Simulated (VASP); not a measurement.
A run of VASP 6.6.1 is set up as follows.

POSCAR

```
Ru
1.0
    0.0000000000      1.8413186085      1.8413186085
    1.8413186085      0.0000000000      1.8413186085
    1.8413186085      1.8413186085      0.0000000000
Ru
1
Direct
    0.0000000000      0.0000000000      0.0000000000
```

Contents of INCAR.step1:

```
PREC = Accurate ; ENCUT = 520
ISMEAR = -1 ; SIGMA = 0.1
LREAL = F ; LASPH = T
NELM = 80 ; NBANDS = 13
GGA = PE ; ALGO = Normal
EDIFF = 1E-4 ; LWAVE = T
LCHARG = F
```

Contents of INCAR.step2:

```
PREC = Accurate ; ENCUT = 520
EDIFF = 1E-6 ; ISMEAR = -1
SIGMA = 0.1 ; LREAL = F
LASPH = T ; NELM = 80
ALGO = Normal ; ISIF = 2
LWAVE = F ; LCHARG = F
METAGGA = R2SCAN ; LMIXTAU = T
NBANDS = 13 ; ISTART = 1
```

The input KPOINTS:

```
regular mesh
0
Gamma
  16 16 16
```

Potentials or basis: VASP PAW PBE potentials, release 64 (Ru_pv).

Run with:

```sh
$ cat potpaw_PBE.64/Ru_pv/POTCAR > POTCAR
$ cp INCAR.step1 INCAR
$ mpirun -np 1 vasp_std > vasp.out
$ cp INCAR.step2 INCAR
$ mpirun -np 1 vasp_std > vasp.out
```

Question: Predict the band gap on the k mesh.

Answer: Zero (band 7 reaches 16.93 eV, above the bottom of band 8 at 12.63 eV).

Question: Predict the pressure.

Answer: 35.6 GPa.

Caveat: the PAW data sets were made with another functional, which shifts forces and pressure a little.
